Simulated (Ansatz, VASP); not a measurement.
## TaN in VASP and in Ansatz

The input INCAR:

```
SYSTEM = TaN
PREC = Accurate ; ENCUT = 520
EDIFF = 1E-7 ; ISMEAR = 0
SIGMA = 0.15 ; LREAL = .False.
LASPH = .True. ; NELM = 100
ALGO = Normal ; ISIF = 2
LWAVE = .False. ; LCHARG = .False.
GGA = PS ; NBANDS = 33
```

KPOINTS

```
Automatic mesh
0
Gamma
  23 23 7
  0 0 0
```

Contents of POSCAR:

```
TaN
1.0
   -2.9239890447      0.0000000000      0.0000000000
   -1.4619945224     -2.5322487931      0.0000000000
    0.0000000000      0.0000000000      9.6121829280
Ta N
3 3
Direct
    0.3333333333      0.3333333333      0.0746488472
    0.3333333333      0.3333333333      0.3733039668
    0.3333333333      0.3333333333      0.6719590865
    0.0000000000      0.0000000000      0.8212866463
    0.0000000000      0.0000000000      0.2239764070
    0.0000000000      0.0000000000      0.5226315267
```

Input for Ansatz:

```yaml
crystal:
  lattice:
    - [-2.9239890447, 0.0, 0.0]
    - [-1.4619945224, -2.5322487931, 0.0]
    - [0.0, 0.0, 9.612182928]
  atoms:
    - { symbol: Ta, position: [0.3333333333, 0.3333333333, 0.0746488472] }
    - { symbol: Ta, position: [0.3333333333, 0.3333333333, 0.3733039668] }
    - { symbol: Ta, position: [0.3333333333, 0.3333333333, 0.6719590865] }
    - { symbol: "N", position: [0.0, 0.0, 0.8212866463] }
    - { symbol: "N", position: [0.0, 0.0, 0.223976407] }
    - { symbol: "N", position: [0.0, 0.0, 0.5226315267] }
basis:
  ecutwfc: 420
kpoints:
  mp_grid: { grid: [23, 23, 7] }
hamiltonian:
  xc: pbesol
scf:
  occupations: { method: gaussian, width: 0.15 }
output:
  forces: true
  stress: true
  eigenvalues: true
```

Alike in both runs: task single point; functional PBEsol; k mesh 23 × 23 × 7; occupations gaussian, width 0.15 eV; no spin polarisation.

|  | VASP | Ansatz |
| --- | --- | --- |
| version | VASP 6.6.1 | Ansatz 0.2.0 |
| potentials or method | VASP PAW PBE potentials, release 64 (Ta_pv, N), cutoff 520 eV | scalar-relativistic, plane waves, PAW |
| valence electrons in the cell | 48 | 54 |

```csv
,VASP,Ansatz,Ansatz less VASP
gap on the k mesh at the Fermi level (eV),none,none,-
pressure (GPa),-10.8,-11.4,-0.60
"traceless stress, the component that is largest in VASP (GPa)",-17.49,-17.58,-0.089
rms of the force components (eV/Å),1.511,1.510,-0.0010
```

VASP's potentials were made for PBE, not for PBEsol. Atom by atom the forces differ by 0.014 eV/Å (rms over components). A gap of «none» marks a metal or a gap that the smearing closes. VASP's potentials hold 48 valence electrons a cell and Ansatz's 54, so a difference there can come from the potentials and not from the codes.

Neither program's run includes spin-orbit coupling.
